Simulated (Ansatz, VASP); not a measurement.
Al2Cu in VASP and in Ansatz

```xyz
6
Lattice="-2.9066 2.9066 2.2931 2.9066 -2.9066 2.2931 2.9066 2.9066 -2.2931" Properties=species:S:1:pos:R:3 pbc="T T T"
Al    3.8328    0.9262    0.0000
Al    1.9804    0.9262    2.2931
Al   -0.9262    1.9804    2.2931
Al    0.9262    1.9804    0.0000
Cu    0.0000    0.0000    3.4396
Cu    0.0000    0.0000    1.1465
```

Alike in both runs: task single point; functional PBEsol; k mesh 10 × 10 × 10; occupations gaussian, width 0.15 eV; no spin polarisation.

|  | VASP | Ansatz |
| --- | --- | --- |
| version | VASP 6.6.1 | Ansatz 0.2.0 |
| potentials or method | VASP PAW PBE potentials, release 64 (Al, Cu), cutoff 520 eV | scalar-relativistic, plane waves, PAW |
| valence electrons in the cell | 34 | 50 |

|  | VASP | Ansatz | Ansatz less VASP |
| --- | --- | --- | --- |
| gap on the k mesh at the Fermi level (eV) | none | none | - |
| pressure (GPa) | 16.1 | 15.9 | -0.18 |
| traceless stress, the component that is largest in VASP (GPa) | 2.82 | 2.82 | 0.000 |
| rms of the force components (eV/Å) | 0.089 | 0.088 | -0.0005 |

VASP's potentials were made for PBE, not for PBEsol, and Ansatz warns of the same on its side. Atom by atom the forces differ by 0.000 eV/Å (rms over components). A gap of «none» marks a metal or a gap that the smearing closes. VASP's potentials hold 34 valence electrons a cell and Ansatz's 50, so a difference there can come from the potentials and not from the codes.
